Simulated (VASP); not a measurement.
Crystal: SiC (Moissanite 6H).

```
Si C
1.0
     3.07423    0.00000    0.00000
    -1.53711    2.66236    0.00000
     0.00000    0.00000   15.06818
Si C
6 6
Direct
  0.66667 0.33333 0.45830
  0.33333 0.66667 0.95830
  0.66667 0.33333 0.79170
  0.33333 0.66667 0.29170
  0.00000 0.00000 0.62500
  0.00000 0.00000 0.12500
  0.66667 0.33333 0.33330
  0.33333 0.66667 0.83330
  0.66667 0.33333 0.66670
  0.33333 0.66667 0.16670
  0.00000 0.00000 0.50000
  0.00000 0.00000 0.00000
```

Program: VASP 6.6.1. Alike in all runs: task single point; potentials or basis VASP PAW PBE potentials, release 64 (Si, C); no spin polarisation; cell as given; k mesh 10 × 10 × 2; cutoff (eV) 520; smearing fermi-dirac 0.05 eV.

Question: Order these runs on this cell by their pressure, lowest first.
A. level BLYP
B. level PBE exchange alone
C. level PBE
D. level PBEsol
E. level RPBE+D3(BJ)

Answer: E (-14.9 GPa), D (1.6 GPa), C (4.7 GPa), A (9.9 GPa), B (21.7 GPa).

Caveats: the PAW data sets were made with another functional, which shifts forces and pressure a little (some runs).
